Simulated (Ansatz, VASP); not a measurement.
**Two plane-wave programs on Fe**

```xyz
1
Lattice="0.0000 1.7503 1.7503 1.7503 0.0000 1.7503 1.7503 1.7503 0.0000" Properties=species:S:1:pos:R:3 pbc="T T T"
Fe    0.0000    0.0000    0.0000
```

Alike in both runs: task single point; functional r2SCAN; k mesh 17 × 17 × 17; occupations fermi-dirac, width 0.05 eV; collinear spin.

```csv
,VASP,Ansatz
version,VASP 6.6.1,Ansatz 0.2.0
potentials or method,"VASP PAW PBE potentials, release 64 (Fe), cutoff 520 eV","plane waves (500 eV) with PAW, scalar-relativistic"
valence electrons in the cell,8,16
```

|  | VASP | Ansatz | Ansatz less VASP |
| --- | --- | --- | --- |
| pressure (GPa) | 27.2 | 27.4 | +0.18 |
| net moment per atom (μB) | 2.67 | 2.67 | +0.003 |
| size of the moment on the site where the two differ most (μB) | 2.69 | 2.77 | +0.077 |

VASP's potentials were made for PBE, not for r2SCAN. Site moments also hang on the region over which each program counts them. VASP's potentials hold 8 valence electrons a cell and Ansatz's 16, so a difference there can come from the potentials and not from the codes. Ansatz's warnings: stability check not made.
